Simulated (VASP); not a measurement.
Ba: single point with PBE+D3(BJ)

Ba:

```
Ba
1.0
     2.08804   -3.61673    0.00000
     2.08804    3.61673    0.00000
     0.00000    0.00000    3.87527
Ba
1
Cartesian
  0.0000 0.0000 0.0000
```

This isn't the form of Ba at room conditions, which is bcc.

* Program: VASP 6.6.1
* Task: single point
* Functional: PBE
* Dispersion: D3(BJ)
* Potentials or basis: VASP PAW PBE potentials, release 64 (Ba_sv)
* Cutoff: 520 eV
* k mesh: 12 × 12 × 12
* Occupations: fermi-dirac, width 0.15 eV
* Spin: no spin polarisation
* Dipole correction: no
* Further INCAR settings: ALGO = Fast; EDIFF = 1e-06; NBANDS = 11

| Item | Value |
| --- | --- |
| Pressure | 0.1 GPa |
| Band gap on the k mesh | zero (bands 5 and 6 overlap by 0.65 eV) |
| Dispersion energy per atom | -0.217 eV |

Levels at points of the mesh, in eV from the Fermi level:
```csv
k point,band 1,band 2,band 3,band 4,band 5,band 6,band 7,band 8,band 9,band 10
"(0.00, 0.00, 0.00)",-28.97,-13.83,-13.83,-13.77,-2.71,0.10,1.81,1.81,5.19,5.19
"(0.50, 0.00, 0.00)",-28.91,-14.48,-13.98,-13.70,-0.96,0.51,1.24,2.95,4.70,5.25
"(0.50, 0.50, 0.00)",-28.91,-14.48,-13.98,-13.70,-0.96,0.51,1.24,2.95,4.70,5.25
"(0.00, 0.00, 0.50)",-28.89,-14.60,-13.75,-13.75,-0.79,0.80,2.40,2.40,2.89,2.89
"(0.50, 0.00, 0.50)",-28.83,-14.48,-14.36,-13.89,-0.92,0.19,2.02,3.58,4.10,5.53
"(0.50, 0.50, 0.50)",-28.83,-14.48,-14.36,-13.89,-0.92,0.19,2.02,3.58,4.10,5.53
```

Wall time 99 s on 1 thread of Intel(R) Xeon(R) Platinum 8375C CPU @ 2.90GHz (Ice Lake) (shared host), peak memory 0.33 GiB.

Caveat: spin-orbit coupling is left out, which moves the levels of the heavy elements.
